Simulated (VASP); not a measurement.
The system is Si3Ge.

```
Si Ge
1.0
     4.82244    0.00000    0.00000
     0.00000    4.82244    0.00000
     0.00000    0.00000    4.82244
Si Ge
6 2
Direct
  0.50000 0.25000 0.00000
  0.50000 0.75000 0.00000
  0.25000 0.00000 0.50000
  0.75000 0.00000 0.50000
  0.00000 0.50000 0.25000
  0.00000 0.50000 0.75000
  0.50000 0.50000 0.50000
  0.00000 0.00000 0.00000
```

The cell was built from a structure type or drawn by symmetry, and may not be a known phase.

```yaml
Program: VASP 6.6.1
Task: relaxation of cell and atoms
Functional: PBE
Potentials_or_basis: VASP PAW PBE potentials, release 64 (Si, Ge_d)
Cutoff: 600 eV
k_mesh: 4 × 4 × 4
Occupations: gaussian, width 0.1 eV
Spin: no spin polarisation
```

At the start: pressure 16.0 GPa; volume 14.02 Å³/atom.

How do energy, volume and symmetry change on relaxing?

Over 3 steps the energy falls by 98.2 meV/atom and the volume is 16.23 Å³/atom (+15.7 %); space group Pm-3n (No. 223, to 0.1 Å) before and after.

The path:
```tsv
step	energy change (eV)	largest force (eV/Å)	pressure (GPa)	volume (Å³)
1	0.0000	0.0000	15.95	112.15
2	-0.7095	0.0000	-3.54	136.37
3	-0.7853	0.0000	0.01	129.81
```

Final structure:
```
CELL_PARAMETERS angstrom
5.06333 0.00000 0.00000
0.00000 5.06333 0.00000
0.00000 0.00000 5.06333
ATOMIC_POSITIONS crystal
Si 0.50000 0.25000 0.00000
Si 0.50000 0.75000 0.00000
Si 0.25000 0.00000 0.50000
Si 0.75000 0.00000 0.50000
Si 0.00000 0.50000 0.25000
Si 0.00000 0.50000 0.75000
Ge 0.50000 0.50000 0.50000
Ge 0.00000 0.00000 0.00000
```

Caveat: the volume moved by over 15 % at a fixed basis, so the end points are rough.
